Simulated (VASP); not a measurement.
# ZnS (P6_3mc) in VASP: further runs

ZnS is run at these levels: PBE+D3(BJ); tasks: single point.

Everything below comes from runs of VASP 6.6.1. Logs are shortened: lines on timing, memory, paths and dates and some standing lists are left out, and cuts for length are marked.

## (1) The cell of the first run

Symmetry: P6_3mc, No. 186, hexagonal system. The conventional cell has a = 3.795 Å, b = 3.795 Å, c = 6.235 Å, α = 90.00°, β = 90.00°, γ = 120.00°. Zn (site symmetry 3m) has 4 S at 2.33 Å within 3.1 Å. Within 3.1 Å of S (site symmetry 3m) lie 4 Zn at 2.33 Å.

## (2) Single point, PBE+D3(BJ)

File INCAR:

```
SYSTEM = ZnS
PREC = Accurate
ENCUT = 500
EDIFF = 1E-6
ISMEAR = 0
SIGMA = 0.02
LREAL = .False.
LASPH = .True.
NELM = 120
ALGO = Normal
ISIF = 2
LWAVE = .False.
LCHARG = .False.
GGA = PE
IVDW = 12
NBANDS = 26
GGA_COMPAT = .False.
```

File KPOINTS:

```
regular mesh
0
Gamma
  9 9 6
  0 0 0
```

File POSCAR:

```
ZnS
1.0
    3.7950485274      0.0000000000      0.0000000000
   -1.8975242637      3.2866084333      0.0000000000
    0.0000000000      0.0000000000      6.2348865906
Zn S
2 2
Direct
    0.3333333333      0.6666666667      0.0015765605
    0.6666666667      0.3333333333      0.5015765605
    0.3333333333      0.6666666667      0.3754234395
    0.6666666667      0.3333333333      0.8754234395
```

Potentials or basis: VASP PAW PBE potentials, release 64 (Zn, S).

Started as:

```bash
$ cat potpaw_PBE.64/Zn/POTCAR potpaw_PBE.64/S/POTCAR > POTCAR
$ mpirun -np 1 vasp_std > vasp.out
```

OUTCAR:

```text
SYSTEM = ZnS
   PREC = Accurate
   ENCUT = 500
   EDIFF = 1E-6
   ISMEAR = 0
   LREAL = .False.
   LASPH = .True.
   NELM = 120
   ISIF = 2
   GGA = PE
   IVDW = 12
 IVDW          = 12

 ion  position               nearest neighbor table
   1  0.333  0.667  0.002-   4 2.33   4 2.33   4 2.33   3 2.33
   2  0.667  0.333  0.502-   3 2.33   3 2.33   3 2.33   4 2.33
   3  0.333  0.667  0.375-   2 2.33   2 2.33   2 2.33   1 2.33
   4  0.667  0.333  0.875-   1 2.33   1 2.33   1 2.33   2 2.33

  LATTYP: Found a hexagonal cell.
 ALAT       =     3.7950485274
 C/A-ratio  =     1.6429003597

  Lattice vectors:

 A1 = (   3.7950485274,   0.0000000000,   0.0000000000)
 A2 = (  -1.8975242637,   3.2866084333,   0.0000000000)
 A3 = (   0.0000000000,   0.0000000000,   6.2348865906)

Analysis of symmetry for initial positions (statically):
=====================================================================
 Subroutine PRICEL returns:
 Original cell was already a primitive cell.

 Routine SETGRP: Setting up the symmetry group for a
 hexagonal supercell.

 Subroutine GETGRP returns: Found 12 space group operations
 (whereof  6 operations were pure point group operations)
 out of a pool of 24 trial point group operations.

The static configuration has the point symmetry C_3v.
 The point group associated with its full space group is C_6v.

Analysis of symmetry for dynamics (positions and initial velocities):
=====================================================================
 Subroutine PRICEL returns:
 Original cell was already a primitive cell.

 Routine SETGRP: Setting up the symmetry group for a
 hexagonal supercell.

 Subroutine GETGRP returns: Found 12 space group operations
 (whereof  6 operations were pure point group operations)
 out of a pool of 24 trial point group operations.

The dynamic configuration has the point symmetry C_3v.
 The point group associated with its full space group is C_6v.

 Subroutine INISYM returns: Found 12 space group operations
 (whereof  6 operations are pure point group operations),
 and found     1 'primitive' translations

----------------------------------------------------------------------------------------

                                     Primitive cell

  volume of cell :      77.7667

  direct lattice vectors                    reciprocal lattice vectors
     3.795048527  0.000000000  0.000000000     0.263501242  0.152132513  0.000000000
    -1.897524264  3.286608433  0.000000000     0.000000000  0.304265026  0.000000000
     0.000000000  0.000000000  6.234886591     0.000000000  0.000000000  0.160387841

  length of vectors
     3.795048527  3.795048527  6.234886591     0.304265026  0.304265026  0.160387841

  position of ions in fractional coordinates (direct lattice)
     0.333333333  0.666666667  0.001576560
     0.666666667  0.333333333  0.501576560
     0.333333333  0.666666667  0.375423439
     0.666666667  0.333333333  0.875423439

  ion indices of the primitive-cell ions
   primitive index   ion index
                 1           1
                 2           2
                 3           3
                 4           4

----------------------------------------------------------------------------------------

 KPOINTS: regular mesh

Automatic generation of k-mesh.
 Grid dimensions read from file:
 generate k-points for:    9    9    6

 Generating k-lattice:

  Cartesian coordinates                     Fractional coordinates (reciprocal lattice)
     0.029277916  0.016903613  0.000000000     0.111111111  0.000000000  0.000000000
     0.000000000  0.033807225  0.000000000     0.000000000  0.111111111  0.000000000
     0.000000000  0.000000000  0.026731307     0.000000000  0.000000000  0.166666667

  Length of vectors
     0.033807225  0.033807225  0.026731307

  Shift w.r.t. Gamma in fractional coordinates (k-lattice)
     0.000000000  0.000000000  0.000000000

 Subroutine IBZKPT returns following result:
 ===========================================

 Found     48 irreducible k-points:

 Following reciprocal coordinates:
            Coordinates               Weight
  0.000000  0.000000  0.000000      1.000000
  0.111111 -0.000000  0.000000      6.000000
  0.222222 -0.000000  0.000000      6.000000
  0.333333  0.000000  0.000000      6.000000
  0.444444 -0.000000  0.000000      6.000000
  0.111111  0.111111  0.000000      6.000000
[... 16 lines left out ...]
  0.333333  0.222222  0.166667     24.000000
  0.333333  0.333333  0.166667      4.000000
 [... further k-points ...]
   k-points           NKPTS =     48   k-points in BZ     NKDIM =     48   number of bands    NBANDS=     26
   number of dos      NEDOS =    301   number of ions     NIONS =      4
   total plane-waves  NPLWV =  37632
   dimension x,y,z NGX =    28 NGY =   28 NGZ =   48
   dimension x,y,z NGXF=    56 NGYF=   56 NGZF=   96
   ions per type =               2   2
   NGX,Y,Z   is equivalent  to a cutoff of  12.27, 12.27, 12.80 a.u.
   NGXF,Y,Z  is equivalent  to a cutoff of  24.53, 24.53, 25.60 a.u.
 SYSTEM =  ZnS
   PREC   = accura    normal or accurate (medium, high low for compatibility)
   ISTART =      0    job   : 0-new  1-cont  2-samecut
   ICHARG =      2    charge: 1-file 2-atom 10-const
   ISPIN  =      1    spin polarized calculation?
   LNONCOLLINEAR =      F non collinear calculations
   LSORBIT =      F    spin-orbit coupling
   LASPH  =      T    aspherical Exc in radial PAW
   ENCUT  =  500.0 eV  36.75 Ry    6.06 a.u.   6.92  6.92 11.37*2*pi/ulx,y,z
   NELM   =    120;   NELMIN=  2; NELMDL= -5     # of ELM steps
   EDIFF  = 0.1E-05   stopping-criterion for ELM
   LREAL  =      F    real-space projection
   EDIFFG = 0.1E-04   stopping-criterion for IOM
   NSW    =      0    number of steps for IOM
   IBRION =     -1    ionic relax: 0-MD 1-quasi-New 2-CG
   NFREE  =      0    steps in history (QN), initial steepest desc. (CG)
   ISIF   =      2    stress and relaxation
   ISYM   =      2    0-nonsym 1-usesym 2-fastsym
   POTIM  = 0.5000    time-step for ionic-motion
   TEBEG  =    0.0;   TEEND  =   0.0 temperature during run
   PSTRESS=    0.0 pullay stress
   NELECT =      36.0000    total number of electrons
   NUPDOWN=      -1.0000    fix difference up-down
   EMIN   =  10.00;   EMAX   =-10.00  energy-range for DOS
   EFERMI =   0.00;   METHOD = LEGACY
   ISMEAR =     0;   SIGMA  =   0.02  broadening in eV -4-tet -1-fermi 0-gaus
   EFERMI_NEDOS =   21; number of points for ismear=-14 and -15
   IALGO  =     38    algorithm
   IMIX   =      4    mixing-type and parameters
     AMIX     =   0.40;   BMIX     =  1.00
     AMIX_MAG =   1.60;   BMIX_MAG =  1.00
  volume/ion in A,a.u.               =      19.44       131.20
  Fermi-wavevector in a.u.,A,eV,Ry     =   1.266420  2.393187 21.821286  1.603819
  Thomas-Fermi vector in A             =   2.399622
   LORBIT       =      0    0 simple, 1 ext, 2 COOP (PROOUT), +10 PAW based schemes
   GGA     = PE    functional components
   LHFCALC =     F    Hartree Fock is set to
   AEXX    =    0.0000 exact exchange contribution
   IVDW    =    12    specifies the selected vdW correction
   LEPSILON=     F    determine dielectric tensor
   LRPA    =     F    only Hartree local field effects (RPA)
 non-spin polarized calculation
 Gauss-broadening in eV      SIGMA  =   0.02
  energy-cutoff  :      500.00
  volume of cell :       77.77
 maximum number of plane-waves:      1996
 NGX is ok and might be reduce to    28
   NGX = 13   NGY = 13   NGZ = 23

 number of electron      35.9999979 magnetization

 Free energy of the ion-electron system (eV)
  ---------------------------------------------------
  ext. energy  EPLUGINS =         0.00000000
  ---------------------------------------------------
  free energy    TOTEN  =       -13.66453263 eV

  energy without entropy =      -13.66453263  energy(sigma->0) =      -13.66453263

 E-fermi :   2.3873     XC(G=0):  -9.6930

 val. band max:        2.2660590298   @ k =   0.0000   0.0000   0.0000
 cond. band min:       4.5112612723   @ k =   0.0000   0.0000   0.0000
 fundamental gap:      2.2452022424
 Fermi energy:         2.3872869419

 k-point     1 :       0.0000    0.0000    0.0000
  band No.  band energies     occupation
      1     -11.0064      2.00000
      2     -10.0513      2.00000
      3      -4.1435      2.00000
      4      -4.1261      2.00000
      5      -4.1261      2.00000
      6      -4.0413      2.00000
[... 18 lines left out ...]
     25       9.9673      0.00000
     26      11.5673      0.00000

 k-point     2 :       0.1111   -0.0000    0.0000
  band No.  band energies     occupation
      1     -10.9213      2.00000
      2     -10.0034      2.00000
      3      -4.1377      2.00000
      4      -4.1214      2.00000
      5      -4.1093      2.00000
      6      -4.0327      2.00000
[... 18 lines left out ...]
     25      10.3475      0.00000
     26      11.0209      0.00000

 k-point     3 :       0.2222   -0.0000    0.0000
  band No.  band energies     occupation
      1     -10.6868      2.00000
      2      -9.8851      2.00000
      3      -4.1446      2.00000
      4      -4.0870      2.00000
      5      -4.0711      2.00000
      6      -3.9905      2.00000
[... 18 lines left out ...]
     25      10.5316      0.00000
     26      11.2063      0.00000

 k-point     4 :       0.3333    0.0000    0.0000
  band No.  band energies     occupation
      1     -10.3709      2.00000
      2      -9.7672      2.00000
      3      -4.1348      2.00000
      4      -4.0453      2.00000
      5      -4.0378      2.00000
      6      -3.8904      2.00000
[... 18 lines left out ...]
     25      10.9435      0.00000
     26      12.0285      0.00000
[... 496 lines left out ...]
      1     -10.1786      2.00000
      2      -9.7613      2.00000
      3      -4.0816      2.00000
      4      -4.0416      2.00000
      5      -3.9634      2.00000
      6      -3.9155      2.00000
[... 18 lines left out ...]
     25      10.7584      0.00000
     26      11.6724      0.00000

 k-point    23 :       0.3333    0.2222    0.1667
  band No.  band energies     occupation
      1      -9.9541      2.00000
      2      -9.7439      2.00000
      3      -4.0915      2.00000
      4      -3.9901      2.00000
      5      -3.9045      2.00000
      6      -3.8291      2.00000
[... 18 lines left out ...]
     25      11.5171      0.00000
     26      12.3080      0.00000

 k-point    24 :       0.3333    0.3333    0.1667
  band No.  band energies     occupation
      1      -9.8072      2.00000
      2      -9.8072      2.00000
      3      -4.0942      2.00000
      4      -3.9319      2.00000
      5      -3.9319      2.00000
      6      -3.8092      2.00000
[... 18 lines left out ...]
     25      12.3865      0.00000
     26      12.4055      0.00000

 [... further k-points ...]

------------------------ aborting loop because EDIFF is reached ----------------------------------------

 Edisp (eV)   -1.25077

 E8    (eV) :    -0.4918

  FORCE on cell =-STRESS in cart. coord.  units (eV):
  Direction    XX          YY          ZZ          XY          YZ          ZX
  --------------------------------------------------------------------------------------
  -------------------------------------------------------------------------------------
  Total       0.07205     0.07205     0.07911     0.00000    -0.00000     0.00000
  in kB       1.48435     1.48435     1.62982     0.00000    -0.00000     0.00000
  external pressure =        1.53 kB  Pullay stress =        0.00 kB

 VOLUME and BASIS-vectors are now :
 -----------------------------------------------------------------------------
  energy-cutoff  :      500.00
  volume of cell :       77.77
      direct lattice vectors                 reciprocal lattice vectors
     3.795048527  0.000000000  0.000000000     0.263501242  0.152132513  0.000000000
    -1.897524264  3.286608433  0.000000000     0.000000000  0.304265026  0.000000000
     0.000000000  0.000000000  6.234886591     0.000000000  0.000000000  0.160387841

 POSITION                                       TOTAL-FORCE (eV/Angst)
 -----------------------------------------------------------------------------------
     -0.00000      2.19107      0.00983        -0.000000      0.000000      0.000708
      1.89752      1.09554      3.12727         0.000000     -0.000000      0.000708
     -0.00000      2.19107      2.34072         0.000000     -0.000000     -0.000708
      1.89752      1.09554      5.45817         0.000000      0.000000     -0.000708
 -----------------------------------------------------------------------------------
    total drift:                               -0.000001     -0.000002      0.001186

  FREE ENERGIE OF THE ION-ELECTRON SYSTEM (eV)
  ---------------------------------------------------
  free  energy   TOTEN  =       -14.9153000494 eV

  energy  without entropy=      -14.9153000494  energy(sigma->0) =      -14.91530005
```

It took 68 s on 1 thread of Intel Xeon 8259CL, shared host; peak memory 0.24 GiB.

Results:

- Free energy: -14.9153 eV
- Pressure: 0.2 GPa
- Band gap on the k mesh: 2.25 eV
- Dispersion energy per atom: -0.313 eV

## (3) Single point, PBE+D3(BJ)

File INCAR:

```
  ALGO = Normal
  EDIFF = 1E-6
  ENCUT = 500
  GGA = PE
  GGA_COMPAT = False
  ISIF = 2
  ISMEAR = 0
  IVDW = 12
  LASPH = True
  LCHARG = False
  LREAL = False
  LWAVE = False
  NBANDS = 26
  NELM = 120
  PREC = Accurate
  SIGMA = 0.02
```

File KPOINTS:

```
k-points
0
Gamma
  9 9 6
```

POSCAR is that of step 2.

Potentials or basis: VASP PAW PBE potentials, release 64 (Zn, S).

Started as:

```bash
$ cat potpaw_PBE.64/Zn/POTCAR potpaw_PBE.64/S/POTCAR > POTCAR
$ mpirun -np 1 vasp_std > vasp.out
```

OUTCAR:

```text
EDIFF = 1E-6
   ENCUT = 500
   GGA = PE
   ISIF = 2
   ISMEAR = 0
   IVDW = 12
   LASPH = True
   LREAL = False
   NELM = 120
   PREC = Accurate
 IVDW          = 12

 ion  position               nearest neighbor table
   1  0.333  0.667  0.002-   4 2.33   4 2.33   4 2.33   3 2.33
   2  0.667  0.333  0.502-   3 2.33   3 2.33   3 2.33   4 2.33
   3  0.333  0.667  0.375-   2 2.33   2 2.33   2 2.33   1 2.33
   4  0.667  0.333  0.875-   1 2.33   1 2.33   1 2.33   2 2.33

  LATTYP: Found a hexagonal cell.
 ALAT       =     3.7950485274
 C/A-ratio  =     1.6429003597

  Lattice vectors:

 A1 = (   3.7950485274,   0.0000000000,   0.0000000000)
 A2 = (  -1.8975242637,   3.2866084333,   0.0000000000)
 A3 = (   0.0000000000,   0.0000000000,   6.2348865906)

Analysis of symmetry for initial positions (statically):
=====================================================================
 Subroutine PRICEL returns:
 Original cell was already a primitive cell.

 Routine SETGRP: Setting up the symmetry group for a
 hexagonal supercell.

[... 171 lines left out ...]
  energy without entropy =      -13.66453263  energy(sigma->0) =      -13.66453263

 E-fermi :   2.3873     XC(G=0):  -9.6930

 val. band max:        2.2660590298   @ k =   0.0000   0.0000   0.0000
 cond. band min:       4.5112612723   @ k =   0.0000   0.0000   0.0000
 fundamental gap:      2.2452022424
 Fermi energy:         2.3872869419

 k-point     1 :       0.0000    0.0000    0.0000
  band No.  band energies     occupation
      1     -11.0064      2.00000
      2     -10.0513      2.00000
      3      -4.1435      2.00000
      4      -4.1261      2.00000
      5      -4.1261      2.00000
      6      -4.0413      2.00000
[... 685 lines left out ...]
     25      12.3865      0.00000
     26      12.4055      0.00000

 [... further k-points ...]

------------------------ aborting loop because EDIFF is reached ----------------------------------------

 Edisp (eV)   -1.25077

 E8    (eV) :    -0.4918

  FORCE on cell =-STRESS in cart. coord.  units (eV):
  Direction    XX          YY          ZZ          XY          YZ          ZX
  --------------------------------------------------------------------------------------
  -------------------------------------------------------------------------------------
  Total       0.07205     0.07205     0.07911     0.00000    -0.00000     0.00000
  in kB       1.48435     1.48435     1.62982     0.00000    -0.00000     0.00000
  external pressure =        1.53 kB  Pullay stress =        0.00 kB

 VOLUME and BASIS-vectors are now :
 -----------------------------------------------------------------------------
  energy-cutoff  :      500.00
  volume of cell :       77.77
      direct lattice vectors                 reciprocal lattice vectors
     3.795048527  0.000000000  0.000000000     0.263501242  0.152132513  0.000000000
    -1.897524264  3.286608433  0.000000000     0.000000000  0.304265026  0.000000000
     0.000000000  0.000000000  6.234886591     0.000000000  0.000000000  0.160387841

 POSITION                                       TOTAL-FORCE (eV/Angst)
 -----------------------------------------------------------------------------------
     -0.00000      2.19107      0.00983        -0.000000      0.000000      0.000708
      1.89752      1.09554      3.12727         0.000000     -0.000000      0.000708
     -0.00000      2.19107      2.34072         0.000000     -0.000000     -0.000708
      1.89752      1.09554      5.45817         0.000000      0.000000     -0.000708
 -----------------------------------------------------------------------------------
    total drift:                               -0.000001     -0.000002      0.001186

  FREE ENERGIE OF THE ION-ELECTRON SYSTEM (eV)
  ---------------------------------------------------
  free  energy   TOTEN  =       -14.9153000494 eV

  energy  without entropy=      -14.9153000494  energy(sigma->0) =      -14.91530005
```

OSZICAR:

```text
N       E                     dE             d eps       ncg     rms          rms(c)
DAV:   1     0.241493788687E+03    0.24149E+03   -0.16777E+04  2496   0.164E+03
DAV:   2     0.944708056676E+01   -0.23205E+03   -0.22173E+03  2586   0.347E+02
DAV:   3    -0.139718561550E+02   -0.23419E+02   -0.23191E+02  3060   0.110E+02
DAV:   4    -0.145126459847E+02   -0.54079E+00   -0.53953E+00  2842   0.168E+01
DAV:   5    -0.145212651396E+02   -0.86192E-02   -0.86164E-02  3056   0.209E+00    0.100E+01
DAV:   6    -0.136751032808E+02    0.84616E+00   -0.16391E+00  3748   0.372E+01    0.769E+00
DAV:   7    -0.136707754269E+02    0.43279E-02   -0.12606E+00  2646   0.659E+00    0.348E+00
DAV:   8    -0.136638003305E+02    0.69751E-02   -0.34741E-02  3014   0.171E+00    0.990E-01
DAV:   9    -0.136641806713E+02   -0.38034E-03   -0.96163E-03  3368   0.128E+00    0.233E-01
DAV:  10    -0.136643174708E+02   -0.13680E-03   -0.57275E-04  2908   0.333E-01    0.952E-02
DAV:  11    -0.136645294947E+02   -0.21202E-03   -0.32503E-04  2582   0.122E-01    0.544E-02
DAV:  12    -0.136645293647E+02    0.13001E-06   -0.15130E-05  3040   0.446E-02    0.102E-02
DAV:  13    -0.136645325446E+02   -0.31799E-05   -0.52736E-06  2578   0.182E-02    0.256E-03
DAV:  14    -0.136645326265E+02   -0.81847E-07   -0.61556E-07  2058   0.157E-02
   1 F= -.14915300E+02 E0= -.14915300E+02  d E =-.513551E-20
```

stdout:

```text
POSCAR found type information on POSCAR ZnS
 POSCAR found :  2 types and       4 ions
 scaLAPACK will be used
 LDA part: xc-table for (Slater+PW92), standard interpolation
 POSCAR, INCAR and KPOINTS ok, starting setup
 FFT: planning ... GRIDC
 FFT: planning ... GRID_SOFT
 FFT: planning ... GRID
 WAVECAR not read
 entering main loop
```

Run time: 71 s. Hardware: 1 thread of Intel Xeon 8259CL, shared host; peak memory 0.24 GiB.

Results:

```
Free energy                : -14.9153 eV
Pressure                   : 0.2 GPa
Band gap on the k mesh     : 2.25 eV
Dispersion energy per atom : -0.313 eV
```

Levels at points of the mesh, in eV from the valence-band top:
```tsv
k point	band 15	band 16	band 17	band 18	band 19	band 20	band 21	band 22
(0.00, 0.00, 0.00)	-0.91	-0.09	0.00	0.00	2.25	3.14	6.31	6.31
(0.00, 0.00, 0.50)	-0.48	-0.48	-0.48	-0.48	3.60	3.60	6.77	6.77
```
